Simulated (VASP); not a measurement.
The system is FeGe.

```xyz
6
Lattice="4.9301 0.0000 0.0000 -2.4650 4.2696 0.0000 0.0000 0.0000 4.0601" Properties=species:S:1:pos:R:3 pbc="T T T"
Ge    2.4650    1.4232    2.0301
Ge    0.0000    2.8464    2.0301
Ge    0.0000    0.0000    0.0000
Fe   -1.2325    2.1348    0.0000
Fe    1.2325    2.1348    0.0000
Fe    2.4650    0.0000    0.0000
```

Base run:

| Item | Value |
| --- | --- |
| Program | VASP 6.6.1 |
| Functional | PBE |
| Potentials or basis | VASP PAW PBE potentials, release 64 (Ge_d, Fe) |
| Cutoff | 520 eV |
| k mesh | 6 × 6 × 7 |
| Occupations | fermi-dirac, width 0.05 eV |
| Spin | collinear spin, ferromagnetic start |
| Starting moments | [0.0, 0.0, 0.0, 3.0, 3.0, 3.0] μB |

Its results: pressure 1.8 GPa; net moment 4.16 μB per cell; site moments Ge -0.05, -0.08 (each value once); Fe +1.46 μB.

Q: The run is repeated on the same cell with these changes: functional from PBE to r2SCAN. What comes out?

A: Pressure 4.0 GPa; net moment 6.27 μB per cell; site moments Ge -0.09, -0.12 (each value once); Fe +2.23 μB.

Caveats: the cell stands under pressure (at least some runs); the PAW data sets were made with another functional, which shifts forces and pressure a little (at least some runs).
